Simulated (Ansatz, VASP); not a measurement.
## One calculation of ZnI4F2, two programs

```
Zn F I
1.0
     0.00000    6.13613    0.00000
     6.13613    0.00000    0.00000
     3.06806    3.06806   -6.13564
Zn F I
1 2 4
Direct
  0.00000 0.00000 0.00000
  0.50000 0.50000 0.00000
  0.75000 0.25000 0.50000
  0.37000 0.39000 0.74000
  0.61000 0.11000 0.26000
  0.89000 0.87000 0.74000
  0.13000 0.63000 0.26000
```

Alike in both runs: task single point; functional PBE; k mesh 6 × 6 × 6; no spin polarisation.

|  | VASP | Ansatz |
| --- | --- | --- |
| version | VASP 6.6.1 | Ansatz 0.2.0 |
| potentials or method | VASP PAW PBE potentials, release 64 (Zn, F, I), cutoff 520 eV | PAW plane waves |
| occupations | fermi-dirac, width 0.1 eV | fermi-dirac |
| valence electrons in the cell | 54 | 94 |

```tsv
	VASP	Ansatz	Ansatz less VASP
pressure (GPa)	-0.5	-0.4	+0.05
rms of the force components (eV/Å)	0.222	0.226	+0.0039
```

VASP's potentials hold 54 valence electrons a cell and Ansatz's 94, so a difference there can come from the potentials and not from the codes.

Spin-orbit coupling is off throughout.
